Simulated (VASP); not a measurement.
Set up this calculation in VASP 6.6.1, as the native input.

| Property | Result |
| --- | --- |
| Task | single point |
| Functional | LDA |
| Potentials or basis | VASP PAW LDA potentials, release 64 (Be) |
| Cutoff | 520 eV |
| k mesh | 12 × 12 × 7 |
| Occupations | fermi-dirac, width 0.05 eV |
| Spin | no spin polarisation |
| Dipole correction | no |
| Further INCAR settings | ALGO = Normal; EDIFF = 1e-06; NBANDS = 9 |

The structure of Be lies in POSCAR:

```
Be
1.0
    2.2269489360      0.0000000000      0.0000000000
   -1.1134744680      1.9285943515      0.0000000000
    0.0000000000      0.0000000000      3.5128887987
Be
2
Direct
    0.3333333333      0.6666666667      0.2500000000
    0.6666666667      0.3333333333      0.7500000000
```

The input as run:

INCAR

```
PREC     = Accurate       # precision mode
ENCUT    = 520            # plane-wave cutoff, eV
EDIFF    = 1E-6           # SCF threshold, eV
ISMEAR   = -1             # smearing method
SIGMA    = 0.05           # smearing width, eV
LREAL    = F              # projectors in reciprocal space
LASPH    = T              # aspherical terms in the spheres
NELM     = 60             # most SCF steps
ALGO     = Normal         # electronic algorithm
ISIF     = 2              # what is computed and relaxed
LWAVE    = F              # write WAVECAR
LCHARG   = T              # write CHGCAR
GGA      = CA             # functional
LELF     = T              # ELF
LVHAR    = T            
NBANDS   = 9              # bands
```

KPOINTS

```
Automatic mesh
0
Gamma
  12 12 7
```

Potentials or basis: VASP PAW LDA potentials, release 64 (Be).

Command:

```console
$ cat potpaw_LDA.64/Be/POTCAR > POTCAR
$ mpirun -np 1 vasp_std > vasp.out
```

It gave:

The pressure is 0.5 GPa. The band gap on the k mesh is zero (band 2 reaches 7.95 eV, above the bottom of band 3 at 6.04 eV).

Run time: 4 s on 1 thread of Intel(R) Xeon(R) Platinum 8559C (Emerald Rapids), with other jobs on the host, peak memory 0.12 GiB.
